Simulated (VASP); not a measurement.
Wanted: the native input for a VASP 6.6.1 run.

| Item | Value |
| --- | --- |
| Task | single point |
| Functional | LDA |
| Potentials or basis | VASP PAW LDA potentials, release 64 (C_h) |
| Cutoff | 1300 eV |
| k mesh | 12 × 12 × 12 |
| Occupations | gaussian, width 0.01 eV |
| Spin | no spin polarisation |
| Dipole correction | no |
| Further INCAR settings | ALGO = Normal; EDIFF = 1e-06; NBANDS = 11 |

The structure of C lies in POSCAR:

```
C
1.0
    1.7305563808      1.7305563808      0.0000000000
   -1.7305563808      1.7305563808      0.0000000000
    0.0000000000      1.7305563808      1.7755241494
C
2
Direct
    0.5000000000      0.5000000000      0.0000000000
    0.7500000000      0.2500000000      0.5000000000
```

This cell differs from its parent crystal: in-plane strain -0.02, then relaxed in part.

These files were run (other wordings do the same):

INCAR

```
SYSTEM = C
  ALGO = Normal
  EDIFF = 1E-6
  ENCUT = 1300
  GGA = CA
  GGA_COMPAT = .False.
  ISIF = 2
  ISMEAR = 0
  LASPH = .True.
  LCHARG = .True.
  LELF = .True.
  LREAL = .False.
  LVHAR = .True.
  LWAVE = .False.
  NBANDS = 11
  NELM = 120
  PREC = Accurate
  SIGMA = 0.01
```

KPOINTS

```
k-points
0
Gamma
  12 12 12
  0 0 0
```

Potentials or basis: VASP PAW LDA potentials, release 64 (C_h).

The run is started by

```bash
$ cat potpaw_LDA.64/C_h/POTCAR > POTCAR
$ mpirun -np 1 vasp_std > vasp.out
```

Results of the run:

```json
{"Pressure": "18.4 GPa", "Band gap on the k mesh": "3.95 eV (least direct gap 5.49 eV)"}
```

Caveat: the cell differs from its parent crystal (in-plane strain -0.02, then relaxed in part); the stress differs along the axes, from 1 to 27 GPa.

It took 25 s on 1 thread of Intel(R) Xeon(R) 6975P-C (Granite Rapids), on a shared host, peak memory 0.17 GiB.
